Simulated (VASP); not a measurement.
A run of VASP 6.6.1 is set up as follows.

Contents of POSCAR:

```
Hf
1.0
    3.1752449911      0.0000000000      0.0000000000
   -1.5876224956      2.7498428256      0.0000000000
    0.0000000000      0.0000000000      5.0238540107
Hf
2
Direct
    0.6666666667      0.3333333333      0.7500000000
    0.3333333333      0.6666666667      0.2500000000
```

File INCAR.step1:

```
PREC = Accurate
ENCUT = 520
EDIFF = 1E-5
ISMEAR = -1
SIGMA = 0.05
LREAL = F
LASPH = T
NELM = 80
ALGO = Normal
ISIF = 2
LWAVE = T
GGA = PE
NBANDS = 17
```

Contents of INCAR.step2:

```
PREC = Accurate
ENCUT = 520
EDIFF = 1E-6
ISMEAR = -1
SIGMA = 0.05
LREAL = F
LASPH = T
NELM = 80
ALGO = Normal
ISIF = 2
LWAVE = F
LCHARG = T
GGA = B5
LHFCALC = T
AEXX = 0.2
AGGAX = 0.72
AGGAC = 0.81
ALDAC = 0.19
PRECFOCK = Normal
LELF = T
LVHAR = T
ISTART = 1
NBANDS = 17
```

KPOINTS

```
regular mesh
0
Gamma
  5 5 3
```

Potentials or basis: VASP PAW PBE potentials, release 64 (Hf_pv).

Command:

```sh
$ cat potpaw_PBE.64/Hf_pv/POTCAR > POTCAR
$ cp INCAR.step1 INCAR
$ mpirun -np 1 vasp_std > vasp.out
$ cp INCAR.step2 INCAR
$ mpirun -np 1 vasp_std > vasp.out
```

(1) Estimate the pressure.

(2) Predict the band gap on the k mesh.

Answers

(1) 3.7 GPa.

(2) zero (bands 10 and 11 overlap by 2.00 eV).

Caveat: the k points lie up to 0.46 Å⁻¹ apart, too coarse for converged energies and pressures of a metal; the PAW data sets were made with another functional, which shifts forces and pressure a little; spin-orbit coupling is left out, which moves the levels of the heavy elements.
